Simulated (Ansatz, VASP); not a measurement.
## One calculation of BN, two programs

```
CELL_PARAMETERS angstrom
-2.55394 0.00000 0.00000
1.27697 -2.21178 0.00000
-0.25539 0.00000 12.68056
ATOMIC_POSITIONS crystal
B 0.31043 0.66667 0.22904
B 0.27710 0.66667 0.56237
B 0.24376 0.66667 0.89571
B 0.66043 0.33333 0.06237
B 0.62710 0.33333 0.39571
B 0.59376 0.33333 0.72904
N 0.32291 0.66667 0.10423
N 0.28958 0.66667 0.43756
N 0.25624 0.66667 0.77089
N 0.57291 0.33333 0.93756
N 0.63958 0.33333 0.27089
N 0.60624 0.33333 0.60423
```

Alike in both runs: task single point; functional PBE; k mesh 10 × 10 × 2; occupations gaussian, width 0.05 eV; no spin polarisation.

|  | VASP | Ansatz |
| --- | --- | --- |
| version | VASP 6.6.1 | Ansatz 0.2.0 |
| potentials or method | VASP PAW PBE potentials, release 64 (B, N), cutoff 520 eV | scalar-relativistic, plane waves, PAW |
| valence electrons in the cell | 48 | 48 |

```csv
,VASP,Ansatz,Ansatz less VASP
gap on the k mesh at the Fermi level (eV),5.28,5.29,+0.016
least direct gap on the mesh (eV),8.04,8.04,+0.009
pressure (GPa),0.1,-0.1,-0.22
"traceless stress, the component that is largest in VASP (GPa)",6.30,6.30,-0.006
rms of the force components (eV/Å),0.305,0.306,+0.0004
```

Atom by atom the forces differ by 0.002 eV/Å (rms over components). With one functional, cell and mesh, what is left measures potentials, basis and numerics.
